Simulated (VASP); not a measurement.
# Ta2C (P-3m1) in VASP: notebook, part 2 of 2

VASP 6.6.1. Earlier steps stand in the parts before.

### 3 Single point, PBEsol

INCAR

```
  ALGO = Normal
  EDIFF = 1E-6
  ENCUT = 520
  GGA = PS
  ISIF = 2
  ISMEAR = 0
  LASPH = T
  LCHARG = F
  LREAL = F
  LWAVE = F
  NBANDS = 20
  NELM = 60
  PREC = Accurate
  SIGMA = 0.1
```

KPOINTS

```
k-points
0
Gamma
  18 18 8
```

POSCAR

```
Ta2C
1.0
    3.0953007023      0.0000000000      0.0000000000
   -1.5476503512      2.6806090406      0.0000000000
    0.0000000000      0.0000000000      4.9210802832
Ta C
2 1
Direct
    0.3333333333      0.6666666667      0.2528761935
    0.6666666667      0.3333333333      0.7471238065
    0.0000000000      0.0000000000      0.0000000000
```

Potentials or basis: VASP PAW PBE potentials, release 64 (Ta_pv, C).

The run is started by

```console
$ cat potpaw_PBE.64/Ta_pv/POTCAR potpaw_PBE.64/C/POTCAR > POTCAR
$ mpirun -np 1 vasp_std > vasp.out
```

OUTCAR:

```text
EDIFF = 1E-6
   ENCUT = 520
   GGA = PS
   ISIF = 2
   ISMEAR = 0
   LASPH = T
   LREAL = F
   NELM = 60
   PREC = Accurate

 ion  position               nearest neighbor table
   1  0.333  0.667  0.253-   3 2.18   3 2.18   3 2.18   2 3.02   2 3.02   2 3.02   2 3.06   2 3.06
                             2 3.06
   2  0.667  0.333  0.747-   3 2.18   3 2.18   3 2.18   1 3.02   1 3.02   1 3.02   1 3.06   1 3.06
                             1 3.06
   3  0.000  0.000  0.000-   1 2.18   2 2.18   2 2.18   1 2.18   2 2.18   1 2.18

  LATTYP: Found a hexagonal cell.
 ALAT       =     3.0953007023
 C/A-ratio  =     1.5898553183

  Lattice vectors:

 A1 = (   3.0953007023,   0.0000000000,   0.0000000000)
 A2 = (  -1.5476503512,   2.6806090406,   0.0000000000)
 A3 = (   0.0000000000,   0.0000000000,   4.9210802832)

Analysis of symmetry for initial positions (statically):
[... 33 lines left out ...]
                                     Primitive cell

  volume of cell :      40.8316

  direct lattice vectors                    reciprocal lattice vectors
     3.095300702  0.000000000  0.000000000     0.323070388  0.186524776  0.000000000
    -1.547650351  2.680609041  0.000000000     0.000000000  0.373049551  0.000000000
     0.000000000  0.000000000  4.921080283     0.000000000  0.000000000  0.203207414

  length of vectors
     3.095300702  3.095300702  4.921080283     0.373049551  0.373049551  0.203207414

  position of ions in fractional coordinates (direct lattice)
     0.333333333  0.666666667  0.252876194
     0.666666667  0.333333333  0.747123806
     0.000000000  0.000000000  0.000000000

  ion indices of the primitive-cell ions
   primitive index   ion index
                 1           1
                 2           2
                 3           3

----------------------------------------------------------------------------------------

 KPOINTS: k-points

Automatic generation of k-mesh.
 Grid dimensions read from file:
 generate k-points for:   18   18    8

 Generating k-lattice:

  Cartesian coordinates                     Fractional coordinates (reciprocal lattice)
     0.017948355  0.010362488  0.000000000     0.055555556 -0.000000000  0.000000000
     0.000000000  0.020724975  0.000000000     0.000000000  0.055555556  0.000000000
     0.000000000  0.000000000  0.025400927     0.000000000  0.000000000  0.125000000

  Length of vectors
     0.020724975  0.020724975  0.025400927

  Shift w.r.t. Gamma in fractional coordinates (k-lattice)
     0.000000000  0.000000000  0.000000000

 Subroutine IBZKPT returns following result:
 ===========================================

 Found    266 irreducible k-points:

 Following reciprocal coordinates:
            Coordinates               Weight
  0.000000  0.000000  0.000000      1.000000
  0.055556  0.000000  0.000000      6.000000
  0.111111  0.000000  0.000000      6.000000
  0.166667  0.000000  0.000000      6.000000
  0.222222  0.000000  0.000000      6.000000
  0.277778  0.000000  0.000000      6.000000
[... 16 lines left out ...]
  0.333333  0.111111  0.000000     12.000000
  0.388889  0.111111  0.000000     12.000000
 [... further k-points ...]
   k-points           NKPTS =    266   k-points in BZ     NKDIM =    266   number of bands    NBANDS=     20
   number of dos      NEDOS =    301   number of ions     NIONS =      3
   total plane-waves  NPLWV =  23040
   dimension x,y,z NGX =    24 NGY =   24 NGZ =   40
   dimension x,y,z NGXF=    48 NGYF=   48 NGZF=   80
   ions per type =               2   1
   NGX,Y,Z   is equivalent  to a cutoff of  12.89, 12.89, 13.51 a.u.
   NGXF,Y,Z  is equivalent  to a cutoff of  25.78, 25.78, 27.03 a.u.
 SYSTEM =  unknown system
   PREC   = accura    normal or accurate (medium, high low for compatibility)
   ISTART =      0    job   : 0-new  1-cont  2-samecut
   ICHARG =      2    charge: 1-file 2-atom 10-const
   ISPIN  =      1    spin polarized calculation?
   LNONCOLLINEAR =      F non collinear calculations
   LSORBIT =      F    spin-orbit coupling
   LASPH  =      T    aspherical Exc in radial PAW
   ENCUT  =  520.0 eV  38.22 Ry    6.18 a.u.   5.76  5.76  9.15*2*pi/ulx,y,z
   NELM   =     60;   NELMIN=  2; NELMDL= -5     # of ELM steps
   EDIFF  = 0.1E-05   stopping-criterion for ELM
   LREAL  =      F    real-space projection
   EDIFFG = 0.1E-04   stopping-criterion for IOM
   NSW    =      0    number of steps for IOM
   IBRION =     -1    ionic relax: 0-MD 1-quasi-New 2-CG
   NFREE  =      0    steps in history (QN), initial steepest desc. (CG)
   ISIF   =      2    stress and relaxation
   ISYM   =      2    0-nonsym 1-usesym 2-fastsym
   POTIM  = 0.5000    time-step for ionic-motion
   TEBEG  =    0.0;   TEEND  =   0.0 temperature during run
   PSTRESS=    0.0 pullay stress
   NELECT =      26.0000    total number of electrons
   NUPDOWN=      -1.0000    fix difference up-down
   EMIN   =  10.00;   EMAX   =-10.00  energy-range for DOS
   EFERMI =   0.00;   METHOD = LEGACY
   ISMEAR =     0;   SIGMA  =   0.10  broadening in eV -4-tet -1-fermi 0-gaus
   EFERMI_NEDOS =   21; number of points for ismear=-14 and -15
   IALGO  =     38    algorithm
   IMIX   =      4    mixing-type and parameters
     AMIX     =   0.40;   BMIX     =  1.00
     AMIX_MAG =   1.60;   BMIX_MAG =  1.00
  volume/ion in A,a.u.               =      13.61        91.85
  Fermi-wavevector in a.u.,A,eV,Ry     =   1.408425  2.661537 26.989342  1.983661
  Thomas-Fermi vector in A             =   2.530584
   LORBIT       =      0    0 simple, 1 ext, 2 COOP (PROOUT), +10 PAW based schemes
   GGA     = PS    functional components
   LHFCALC =     F    Hartree Fock is set to
   AEXX    =    0.0000 exact exchange contribution
   IVDW    =     0    specifies the selected vdW correction
   LEPSILON=     F    determine dielectric tensor
   LRPA    =     F    only Hartree local field effects (RPA)
 non-spin polarized calculation
 Gauss-broadening in eV      SIGMA  =   0.10
  energy-cutoff  :      520.00
  volume of cell :       40.83
 maximum number of plane-waves:      1124
   NGX = 11   NGY = 11   NGZ = 19

 number of electron      26.0000002 magnetization

 Free energy of the ion-electron system (eV)
  ---------------------------------------------------
  ext. energy  EPLUGINS =         0.00000000
  ---------------------------------------------------
  free energy    TOTEN  =       -36.70498041 eV

  energy without entropy =      -36.70128511  energy(sigma->0) =      -36.70313276

 E-fermi :   6.4969     XC(G=0): -12.9427

 val. band max:        6.4903992860   @ k =   0.0000   0.1111   0.3750
 cond. band min:       6.5032556881   @ k =  -0.1667   0.3889   0.3750
 fundamental gap:      0.0128564021
 Fermi energy:         6.4969444214

 k-point     1 :       0.0000    0.0000    0.0000
  band No.  band energies     occupation
      1     -28.2880      2.00000
      2     -27.5772      2.00000
      3     -27.5772      2.00000
      4     -27.4602      2.00000
      5     -27.4602      2.00000
      6     -27.3724      2.00000
[... 12 lines left out ...]
     19       9.4114      0.00000
     20      14.0545      0.00000

 k-point     2 :       0.0556    0.0000    0.0000
  band No.  band energies     occupation
      1     -28.2792      2.00000
      2     -27.5966      2.00000
      3     -27.5841      2.00000
      4     -27.4793      2.00000
      5     -27.4620      2.00000
      6     -27.3756      2.00000
[... 12 lines left out ...]
     19       9.7871      0.00000
     20      14.1628      0.00000
[... 465 lines left out ...]
      3     -27.9348      2.00000
      4     -27.7781      2.00000
      5     -27.5813      2.00000
      6     -27.5502      2.00000
[... 12 lines left out ...]
     19      12.7156      0.00000
     20      12.9551      0.00000

 k-point    24 :       0.3889    0.1111    0.0000
  band No.  band energies     occupation
      1     -28.1746      2.00000
      2     -28.0098      2.00000
      3     -27.8871      2.00000
      4     -27.8038      2.00000
      5     -27.5925      2.00000
      6     -27.5864      2.00000
[... 12 lines left out ...]
     19      12.2738      0.00000
     20      12.7006      0.00000

 [... further k-points ...]

------------------------ aborting loop because EDIFF is reached ----------------------------------------

  FORCE on cell =-STRESS in cart. coord.  units (eV):
  Direction    XX          YY          ZZ          XY          YZ          ZX
  --------------------------------------------------------------------------------------
  -------------------------------------------------------------------------------------
  Total        0.1323794      0.1323794      0.1137592     -0.0000000      0.0000000      0.0000000
  in kB        5.1943872      5.1943872      4.4637549     -0.0000000      0.0000000      0.0000000
  external PRESSURE =       4.9508431 kB  Pullay stress =       0.0000000 kB

 VOLUME and BASIS-vectors are now :
 -----------------------------------------------------------------------------
  energy-cutoff  :      520.00
  volume of cell :       40.83
      direct lattice vectors                 reciprocal lattice vectors
     3.095300702  0.000000000  0.000000000     0.323070388  0.186524776  0.000000000
    -1.547650351  2.680609041  0.000000000     0.000000000  0.373049551  0.000000000
     0.000000000  0.000000000  4.921080283     0.000000000  0.000000000  0.203207414

 POSITION                                       TOTAL-FORCE (eV/Angst)
 -----------------------------------------------------------------------------------
     -0.00000      1.78707      1.24442        -0.000000     -0.000000      0.046973
      1.54765      0.89354      3.67666         0.000000      0.000000     -0.046973
      0.00000      0.00000      0.00000        -0.000000      0.000000      0.000000
 -----------------------------------------------------------------------------------
    total drift:                                0.000000     -0.000000      0.000000

  FREE ENERGIE OF THE ION-ELECTRON SYSTEM (eV)
  ---------------------------------------------------
  free  energy   TOTEN  =       -36.7049804099 eV

  energy  without entropy=      -36.7012851082  energy(sigma->0) =      -36.70313276
```

OSZICAR:

```text
N       E                     dE             d eps       ncg     rms          rms(c)
DAV:   1     0.196808251466E+03    0.19681E+03   -0.14877E+04 10640   0.136E+03
DAV:   2    -0.325884541861E+02   -0.22940E+03   -0.22408E+03 12112   0.379E+02
DAV:   3    -0.405477452561E+02   -0.79593E+01   -0.78529E+01 13452   0.634E+01
DAV:   4    -0.406390836023E+02   -0.91338E-01   -0.91104E-01 13080   0.668E+00
DAV:   5    -0.406398952554E+02   -0.81165E-03   -0.81146E-03 13220   0.588E-01    0.286E+01
DAV:   6    -0.369573621852E+02    0.36825E+01   -0.17124E+01 13368   0.237E+01    0.122E+01
DAV:   7    -0.367534957783E+02    0.20387E+00   -0.13891E+00 11944   0.731E+00    0.580E+00
DAV:   8    -0.367096190565E+02    0.43877E-01   -0.17664E-01 12740   0.281E+00    0.520E-01
DAV:   9    -0.367053824767E+02    0.42366E-02   -0.21382E-02 13184   0.891E-01    0.189E-01
DAV:  10    -0.367050364969E+02    0.34598E-03   -0.32053E-03 13688   0.446E-01    0.548E-02
DAV:  11    -0.367049807726E+02    0.55724E-04   -0.36589E-04 12524   0.120E-01    0.270E-02
DAV:  12    -0.367049806872E+02    0.85419E-07   -0.23695E-05 12420   0.362E-02    0.689E-03
DAV:  13    -0.367049804099E+02    0.27729E-06   -0.40349E-06 12104   0.127E-02
   1 F= -.36704980E+02 E0= -.36703133E+02  d E =-.369530E-02
```

Wall time 80 s (1 thread of Intel Xeon Platinum 8488C (Sapphire Rapids), shared host); peak memory 0.31 GiB.

What came out:

* Free energy: -36.7050 eV
* Pressure: 0.5 GPa
* Largest force: 0.047 eV/Å
* Band gap on the k mesh: zero (band 13 reaches 7.00 eV, above the bottom of band 14 at 6.20 eV)

Forces on the atoms (eV/Å):
```
Ta   0.000  0.000  0.047
Ta   0.000  0.000 -0.047
C    0.000  0.000  0.000
```

Caveat: the PAW data sets were made with another functional, which shifts forces and pressure a little; spin-orbit coupling is left out, which moves the levels of the heavy elements.
